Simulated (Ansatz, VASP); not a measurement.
**SnTe: VASP beside Ansatz**

```
Sn Te
1.0
     3.90470    0.00000    0.00000
     0.00000    3.90470    0.00000
     0.00000    0.00000    3.90470
Sn Te
1 1
Cartesian
  0.0000 0.0000 0.0000
  1.9524 1.9524 1.9524
```

Alike in both runs: task relaxation of cell and atoms; functional PBE; k mesh 14 × 14 × 14; occupations gaussian, width 0.1 eV; no spin polarisation.

```csv
,VASP,Ansatz
version,VASP 6.6.1,Ansatz 0.2.0
potentials or method,"VASP PAW PBE potentials, release 64 (Sn_d, Te), cutoff 600 eV","scalar-relativistic, plane waves, PAW"
valence electrons in the cell,20,30
```

VASP gave:

* gap on the k mesh at the Fermi level, each at its own relaxed structure (eV): none
* relaxed volume (Å³/atom): 29.36
* relaxed cell length with the largest relative difference (Å): 3.887

Task: What did Ansatz give for the same quantities?

Result: gap on the k mesh at the Fermi level, each at its own relaxed structure (eV): none; relaxed volume (Å³/atom): 29.37; relaxed cell length with the largest relative difference (Å): 3.887.

A gap of «none» marks a metal or a gap that the smearing closes. VASP's potentials hold 20 valence electrons a cell and Ansatz's 30, so a difference there can come from the potentials and not from the codes.

Neither program's run includes spin-orbit coupling.
